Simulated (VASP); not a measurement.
The system is B.

```
B
1.0
    -1.17892    1.17892    1.17892
     1.17892   -1.17892    1.17892
     1.17892    1.17892   -1.17892
B
1
Cartesian
  0.0000 0.0000 0.0000
```

```yaml
Program: VASP 6.6.1
Task: relaxation of cell and atoms
Functional: PBEsol
Potentials_or_basis: VASP PAW PBE potentials, release 64 (B)
Cutoff: 600 eV
k_mesh: 18 × 18 × 18
Occupations: fermi-dirac, width 0.1 eV
Spin: no spin polarisation
```

At the start: pressure -15.3 GPa; volume 6.55 Å³/atom.

Where does the relaxation end?

Over 3 steps the energy falls by 24.9 meV/atom and the volume is 6.07 Å³/atom (-7.4 %); space group Im-3m (No. 229, to 0.05 Å).

The path:
| step | energy change (eV) | largest force (eV/Å) | pressure (GPa) | volume (Å³) |
| --- | --- | --- | --- | --- |
| 1 | 0.0000 | 0.0000 | -15.34 | 6.55 |
| 2 | -0.0237 | 0.0000 | 4.01 | 5.98 |
| 3 | -0.0249 | 0.0000 | 0.04 | 6.07 |

Final structure:
```yaml
crystal:
  lattice:
    - [-1.14926, 1.14926, 1.14926]
    - [1.14926, -1.14926, 1.14926]
    - [1.14926, 1.14926, -1.14926]
  atoms:
    - { symbol: B, position: [0.00000, 0.00000, 0.00000] }
```

Caveat: the PAW data sets were made with another functional, which shifts forces and pressure a little.
